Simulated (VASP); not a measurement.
# Nb in VASP: single point with PBE

Aim: the single point of Nb with PBE.

All numbers are computed with VASP 6.6.1; they aren't measurements. Logs are shortened: lines on timing, memory, paths and dates and some standing lists are left out, and cuts for length are marked.

## 1. The cell of the first run

The cell holds a slab with vacuum, 7 atoms: a = 3.328 Å, b = 3.328 Å, c = 27.984 Å, α = 90.00°, β = 90.00°, γ = 90.00°.

## 2. Single point, PBE

The input, INCAR:

```
PREC = Accurate
ENCUT = 520
EDIFF = 1E-6
ISMEAR = 0
SIGMA = 0.1
LREAL = F
LASPH = T
NELM = 60
ALGO = Normal
ISIF = 2
LWAVE = F
LCHARG = F
LDIPOL = T
IDIPOL = 3
DIPOL = 0.5 0.5 0.498
GGA = PE
NBANDS = 54
```

The input, KPOINTS:

```
Automatic mesh
0
Gamma
  8 8 1
```

The input, POSCAR:

```
Nb
1.0
    3.3279000000      0.0000000000      0.0000000000
    0.0000000000      3.3279000000      0.0000000000
    0.0000000000      0.0000000000     27.9836998751
Nb
7
Direct
    0.5000000000      0.5000000000      0.3216157992
    0.0000000000      0.0000000000      0.3810771995
    0.5000000000      0.5000000000      0.4405385997
    0.0000000000      0.0000000000      0.4992463315
    0.5000000000      0.5000000000      0.5589126792
    0.0000000000      0.0000000000      0.6181444108
    0.5000000000      0.5000000000      0.6694894626
```

Potentials or basis: VASP PAW PBE potentials, release 64 (Nb_sv).

On the command line:

```bash
cat potpaw_PBE.64/Nb_sv/POTCAR > POTCAR
mpirun -np 1 vasp_std > vasp.out
```

OUTCAR:

```text
PREC = Accurate
   ENCUT = 520
   EDIFF = 1E-6
   ISMEAR = 0
   LREAL = F
   LASPH = T
   NELM = 60
   ISIF = 2
   GGA = PE

 ion  position               nearest neighbor table
   1  0.500  0.500  0.322-   2 2.88   2 2.88   2 2.88   2 2.88
   2  0.000  0.000  0.381-   3 2.88   3 2.88   3 2.88   3 2.88   1 2.88   1 2.88   1 2.88   1 2.88

   3  0.500  0.500  0.441-   4 2.87   4 2.87   4 2.87   4 2.87   2 2.88   2 2.88   2 2.88   2 2.88

   4  0.000  0.000  0.499-   3 2.87   3 2.87   3 2.87   3 2.87   5 2.89   5 2.89   5 2.89   5 2.89

   5  0.500  0.500  0.559-   6 2.88   6 2.88   6 2.88   6 2.88   4 2.89   4 2.89   4 2.89   4 2.89

   6  0.000  0.000  0.618-   7 2.76   7 2.76   7 2.76   7 2.76   5 2.88   5 2.88   5 2.88   5 2.88

   7  0.500  0.500  0.669-   6 2.76   6 2.76   6 2.76   6 2.76

  LATTYP: Found a simple tetragonal cell.
 ALAT       =     3.3279000000
 C/A-ratio  =     8.4088163332

  Lattice vectors:

 A1 = (   3.3279000000,   0.0000000000,   0.0000000000)
 A2 = (   0.0000000000,   3.3279000000,   0.0000000000)
 A3 = (   0.0000000000,   0.0000000000,  27.9836998751)

Analysis of symmetry for initial positions (statically):
=====================================================================
 Subroutine PRICEL returns:
 Original cell was already a primitive cell.

 Routine SETGRP: Setting up the symmetry group for a
 simple tetragonal supercell.

 Subroutine GETGRP returns: Found  8 space group operations
 (whereof  8 operations were pure point group operations)
 out of a pool of 16 trial point group operations.

The static configuration has the point symmetry C_4v.

Analysis of symmetry for dynamics (positions and initial velocities):
=====================================================================
 Subroutine PRICEL returns:
 Original cell was already a primitive cell.

 Routine SETGRP: Setting up the symmetry group for a
 simple tetragonal supercell.

 Subroutine GETGRP returns: Found  8 space group operations
 (whereof  8 operations were pure point group operations)
 out of a pool of 16 trial point group operations.

The dynamic configuration has the point symmetry C_4v.

 Subroutine INISYM returns: Found  8 space group operations
 (whereof  8 operations are pure point group operations),
 and found     1 'primitive' translations

----------------------------------------------------------------------------------------

                                     Primitive cell

  volume of cell :     309.9172

  direct lattice vectors                    reciprocal lattice vectors
     3.327900000  0.000000000  0.000000000     0.300489798  0.000000000  0.000000000
     0.000000000  3.327900000  0.000000000     0.000000000  0.300489798  0.000000000
     0.000000000  0.000000000 27.983699875     0.000000000  0.000000000  0.035735089

  length of vectors
     3.327900000  3.327900000 27.983699875     0.300489798  0.300489798  0.035735089

  position of ions in fractional coordinates (direct lattice)
     0.500000000  0.500000000  0.321615799
     0.000000000  0.000000000  0.381077199
     0.500000000  0.500000000  0.440538600
     0.000000000  0.000000000  0.499246331
     0.500000000  0.500000000  0.558912679
     0.000000000  0.000000000  0.618144411
     0.500000000  0.500000000  0.669489463

  ion indices of the primitive-cell ions
   primitive index   ion index
                 1           1
                 2           2
                 3           3
                 4           4
                 5           5
                 6           6
                 7           7

----------------------------------------------------------------------------------------

 KPOINTS: Automatic mesh

Automatic generation of k-mesh.
 Grid dimensions read from file:
 generate k-points for:    8    8    1

 Generating k-lattice:

  Cartesian coordinates                     Fractional coordinates (reciprocal lattice)
     0.037561225  0.000000000  0.000000000     0.125000000  0.000000000  0.000000000
     0.000000000  0.037561225  0.000000000     0.000000000  0.125000000  0.000000000
     0.000000000  0.000000000  0.035735089     0.000000000  0.000000000  1.000000000

  Length of vectors
     0.037561225  0.037561225  0.035735089

  Shift w.r.t. Gamma in fractional coordinates (k-lattice)
     0.000000000  0.000000000  0.000000000

 Subroutine IBZKPT returns following result:
 ===========================================

 Found     15 irreducible k-points:

 Following reciprocal coordinates:
            Coordinates               Weight
  0.000000  0.000000  0.000000      1.000000
  0.125000  0.000000  0.000000      4.000000
  0.250000  0.000000  0.000000      4.000000
  0.375000  0.000000  0.000000      4.000000
  0.500000  0.000000  0.000000      2.000000
  0.125000  0.125000  0.000000      4.000000
  0.250000  0.125000  0.000000      8.000000
  0.375000  0.125000  0.000000      8.000000
  0.500000  0.125000  0.000000      4.000000
  0.250000  0.250000  0.000000      4.000000
  0.375000  0.250000  0.000000      8.000000
  0.500000  0.250000  0.000000      4.000000
  0.375000  0.375000  0.000000      4.000000
  0.500000  0.375000  0.000000      4.000000
  0.500000  0.500000  0.000000      1.000000
   k-points           NKPTS =     15   k-points in BZ     NKDIM =     15   number of bands    NBANDS=     54
   number of dos      NEDOS =    301   number of ions     NIONS =      7
   total plane-waves  NPLWV = 164640
   dimension x,y,z NGX =    28 NGY =   28 NGZ =  210
   dimension x,y,z NGXF=    56 NGYF=   56 NGZF=  420
   ions per type =               7
   NGX,Y,Z   is equivalent  to a cutoff of  13.99, 13.99, 12.48 a.u.
   NGXF,Y,Z  is equivalent  to a cutoff of  27.97, 27.97, 24.95 a.u.
 SYSTEM =  unknown system
   PREC   = accura    normal or accurate (medium, high low for compatibility)
   ISTART =      0    job   : 0-new  1-cont  2-samecut
   ICHARG =      2    charge: 1-file 2-atom 10-const
   ISPIN  =      1    spin polarized calculation?
   LNONCOLLINEAR =      F non collinear calculations
   LSORBIT =      F    spin-orbit coupling
   LASPH  =      T    aspherical Exc in radial PAW
   ENCUT  =  520.0 eV  38.22 Ry    6.18 a.u.   6.19  6.19 52.03*2*pi/ulx,y,z
   NELM   =     60;   NELMIN=  2; NELMDL= -5     # of ELM steps
   EDIFF  = 0.1E-05   stopping-criterion for ELM
   LREAL  =      F    real-space projection
   EDIFFG = 0.1E-04   stopping-criterion for IOM
   NSW    =      0    number of steps for IOM
   IBRION =     -1    ionic relax: 0-MD 1-quasi-New 2-CG
   NFREE  =      0    steps in history (QN), initial steepest desc. (CG)
   ISIF   =      2    stress and relaxation
   ISYM   =      2    0-nonsym 1-usesym 2-fastsym
   POTIM  = 0.5000    time-step for ionic-motion
   TEBEG  =    0.0;   TEEND  =   0.0 temperature during run
   PSTRESS=    0.0 pullay stress
   NELECT =      91.0000    total number of electrons
   NUPDOWN=      -1.0000    fix difference up-down
   EMIN   =  10.00;   EMAX   =-10.00  energy-range for DOS
   EFERMI =   0.00;   METHOD = LEGACY
   ISMEAR =     0;   SIGMA  =   0.10  broadening in eV -4-tet -1-fermi 0-gaus
   EFERMI_NEDOS =   21; number of points for ismear=-14 and -15
   IALGO  =     38    algorithm
   IMIX   =      4    mixing-type and parameters
     AMIX     =   0.40;   BMIX     =  1.00
     AMIX_MAG =   1.60;   BMIX_MAG =  1.00
  volume/ion in A,a.u.               =      44.27       298.77
  Fermi-wavevector in a.u.,A,eV,Ry     =   1.088112  2.056233 16.109117  1.183987
  Thomas-Fermi vector in A             =   2.224286
   LORBIT       =      0    0 simple, 1 ext, 2 COOP (PROOUT), +10 PAW based schemes
   GGA     = PE    functional components
   LHFCALC =     F    Hartree Fock is set to
   AEXX    =    0.0000 exact exchange contribution
   IVDW    =     0    specifies the selected vdW correction
   LEPSILON=     F    determine dielectric tensor
   LRPA    =     F    only Hartree local field effects (RPA)
 non-spin polarized calculation
 Gauss-broadening in eV      SIGMA  =   0.10
  energy-cutoff  :      520.00
  volume of cell :      309.92
 maximum number of plane-waves:      8408
 NGX is ok and might be reduce to    28
   NGX = 13   NGY = 13   NGZ =105

 dipolmoment           0.000000      0.000000      0.000152 electrons x Angstroem

 number of electron      91.0000003 magnetization

 dipolmoment           0.000000      0.000000     -0.010252 electrons x Angstroem

 Free energy of the ion-electron system (eV)
  ---------------------------------------------------
  ext. energy  EPLUGINS =         0.00000000
  ---------------------------------------------------
  free energy    TOTEN  =       -68.12823451 eV

  energy without entropy =      -68.08735895  energy(sigma->0) =      -68.10779673

 E-fermi :   2.5728     XC(G=0):  -5.9748

 val. band max:        2.5423967589   @ k =   0.3750   0.3750   0.0000
 cond. band min:       2.5756916499   @ k =   0.1250   0.0000   0.0000
 fundamental gap:      0.0332948910
 Fermi energy:         2.5728153770

 k-point     1 :       0.0000    0.0000    0.0000
  band No.  band energies     occupation
      1     -52.5798      2.00000
      2     -52.3746      2.00000
      3     -51.8840      2.00000
      4     -51.8253      2.00000
      5     -51.6846      2.00000
      6     -51.5685      2.00000
[... 46 lines left out ...]
     53       3.8289      0.00000
     54       4.2988      0.00000

 k-point     2 :       0.1250    0.0000    0.0000
  band No.  band energies     occupation
      1     -52.5757      2.00000
      2     -52.3675      2.00000
      3     -51.8742      2.00000
      4     -51.8164      2.00000
      5     -51.6823      2.00000
      6     -51.5738      2.00000
[... 46 lines left out ...]
     53       4.0781      0.00000
     54       4.3054      0.00000
[... 682 lines left out ...]
     53       4.6881      0.00000
     54       5.5250      0.00000

 k-point    15 :       0.5000    0.5000    0.0000
  band No.  band energies     occupation
      1     -52.5356      2.00000
      2     -52.3078      2.00000
      3     -51.8024      2.00000
      4     -51.7065      2.00000
      5     -51.6268      2.00000
      6     -51.6078      2.00000
[... 46 lines left out ...]
     53       5.2898      0.00000
     54       5.7369      0.00000

------------------------ aborting loop because EDIFF is reached ----------------------------------------

 vacuum level on the upper side and lower side of the slab       (xc-potential included)        -0.338        -0.163

  FORCE on cell =-STRESS in cart. coord.  units (eV):
  Direction    XX          YY          ZZ          XY          YZ          ZX
  --------------------------------------------------------------------------------------
  -------------------------------------------------------------------------------------
  Total       -4.8954354     -4.8954354     -2.6551947      0.0000000     -0.0000000      0.0000000
  in kB      -25.3079076    -25.3079076    -13.7265465      0.0000000     -0.0000000      0.0000000
  external PRESSURE =     -21.4474539 kB  Pullay stress =       0.0000000 kB

 VOLUME and BASIS-vectors are now :
 -----------------------------------------------------------------------------
  energy-cutoff  :      520.00
  volume of cell :      309.92
      direct lattice vectors                 reciprocal lattice vectors
     3.327900000  0.000000000  0.000000000     0.300489798  0.000000000  0.000000000
     0.000000000  3.327900000  0.000000000     0.000000000  0.300489798  0.000000000
     0.000000000  0.000000000 27.983699875     0.000000000  0.000000000  0.035735089

 POSITION                                       TOTAL-FORCE (eV/Angst)
 -----------------------------------------------------------------------------------
      1.66395      1.66395      9.00000         0.000000     -0.000000      1.171683
      0.00000      0.00000     10.66395        -0.000000     -0.000000     -0.855182
      1.66395      1.66395     12.32790        -0.000000     -0.000000     -0.317631
      0.00000      0.00000     13.97076        -0.000000     -0.000000      0.013519
      1.66395      1.66395     15.64044        -0.000000      0.000000      0.009555
      0.00000      0.00000     17.29797        -0.000000     -0.000000     -0.000771
      1.66395      1.66395     18.73479        -0.000000      0.000000     -0.021173
 -----------------------------------------------------------------------------------
    total drift:                                0.000000      0.000000      0.001192

  FREE ENERGIE OF THE ION-ELECTRON SYSTEM (eV)
  ---------------------------------------------------
  free  energy   TOTEN  =       -68.1282345120 eV

  energy  without entropy=      -68.0873589474  energy(sigma->0) =      -68.10779673

 vacuum level on the upper side and lower side of the slab         5.907         6.077
```

It took 7.3 min on 1 thread of Intel Xeon 6975P-C (Granite Rapids), shared host; peak memory 0.48 GiB.

What came out:

- Free energy: -68.1282 eV
- Largest force: 1.172 eV/Å
- Band gap on the k mesh: zero (an odd number of electrons rules out a gap without spin polarisation)

Forces in eV/Å, atoms in the order of the input:
```
Nb   0.000  0.000  1.172
Nb   0.000  0.000 -0.855
Nb   0.000  0.000 -0.318
Nb   0.000  0.000  0.014
Nb   0.000  0.000  0.010
Nb   0.000  0.000 -0.001
Nb   0.000  0.000 -0.021
```

Levels at points of the mesh, in eV from the Fermi level:
| k point | band 41 | band 42 | band 43 | band 44 | band 45 | band 46 | band 47 | band 48 | band 49 | band 50 |
| --- | --- | --- | --- | --- | --- | --- | --- | --- | --- | --- |
| (0.00, 0.00, 0.00) | 0.14 | 0.15 | 0.21 | 0.21 | 0.27 | 0.30 | 0.30 | 0.43 | 0.43 | 0.55 |
| (0.50, 0.00, 0.00) | -1.03 | -0.75 | -0.75 | -0.10 | -0.07 | 0.12 | 0.45 | 0.49 | 0.79 | 1.45 |
| (0.50, 0.50, 0.00) | -1.26 | -1.07 | -1.07 | -0.32 | -0.32 | 0.85 | 0.85 | 2.09 | 2.09 | 2.36 |
